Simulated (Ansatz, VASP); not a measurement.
**One calculation of BN, two programs**

File INCAR:

```
PREC     = Accurate       # precision mode
ENCUT    = 520            # plane-wave cutoff, eV
EDIFF    = 1E-6           # SCF threshold, eV
ISMEAR   = -1             # smearing method
SIGMA    = 0.02           # smearing width, eV
LREAL    = F              # projectors in reciprocal space
LASPH    = T              # aspherical terms in the spheres
NELM     = 100            # most SCF steps
ALGO     = Normal         # electronic algorithm
ISIF     = 2              # what is computed and relaxed
LWAVE    = F              # write WAVECAR
LCHARG   = T              # write CHGCAR
GGA      = PS             # functional
LELF     = T              # ELF
LVHAR    = T            
NBANDS   = 16             # bands
```

The input KPOINTS:

```
Automatic mesh
0
Gamma
  11 11 4
```

The input POSCAR:

```
BN
1.0
    2.5039917043      0.0000000000      0.0000000000
   -1.2519958522      2.1685204268      0.0000000000
    0.0000000000      0.0000000000      6.5279760000
B N
2 2
Direct
    0.3333333333      0.6666666667      0.2500000000
    0.6666666667      0.3333333333      0.7500000000
    0.3333333333      0.6666666667      0.7500000000
    0.6666666667      0.3333333333      0.2500000000
```

Input for Ansatz:

```yaml
crystal:
  lattice:
    - [2.5039917043, 0.0, 0.0]
    - [-1.2519958522, 2.1685204268, 0.0]
    - [0.0, 0.0, 6.527976]
  atoms:
    - { symbol: B, position: [0.3333333333, 0.6666666667, 0.25] }
    - { symbol: B, position: [0.6666666667, 0.3333333333, 0.75] }
    - { symbol: "N", position: [0.3333333333, 0.6666666667, 0.75] }
    - { symbol: "N", position: [0.6666666667, 0.3333333333, 0.25] }
kpoints:
  mp_grid: { grid: [11, 11, 4] }
  band_path:
    path:
      - [0.0, 0.0, 0.0]
      - [0.5, 0.0, 0.0]
      - [0.3333333333, 0.3333333333, 0.0]
      - [0.0, 0.0, 0.0]
      - [0.0, 0.0, 0.5]
      - [0.5, 0.0, 0.5]
      - [0.3333333333, 0.3333333333, 0.5]
      - [0.0, 0.0, 0.5]
      - [0.5, 0.0, 0.5]
    npoints: 5
scf:
  occupations: { method: fermi_dirac, width: 0.02 }
hamiltonian:
  xc: pbesol
  pseudopotentials: { kind: all_electron, lapw: { basis_error: 0.001 } }
output:
  forces: true
  stress: true
  eigenvalues: true
```

Change from the starting cell: zz strain of -2 %.

Alike in both runs: task single point; functional PBEsol; k mesh 11 × 11 × 4; occupations fermi-dirac, width 0.02 eV; no spin polarisation.

|  | VASP | Ansatz |
| --- | --- | --- |
| version | VASP 6.6.1 | Ansatz 0.2.0 |
| potentials or method | VASP PAW PBE potentials, release 64 (B, N), cutoff 520 eV | all-electron LAPW, scalar-relativistic |

Ansatz gave:

```
gap on the k mesh at the Fermi level (eV)                     : 4.21
pressure (GPa)                                                : 0.6
traceless stress, the component that is largest in VASP (GPa) : 0.75
```

Question: What did VASP give for the same quantities?

Answer: gap on the k mesh at the Fermi level (eV): 4.20; pressure (GPa): 1.0; traceless stress, the component that is largest in VASP (GPa): 0.26.

VASP's potentials were made for PBE, not for PBEsol. Ansatz ran all-electron here, and VASP with PAW potentials.
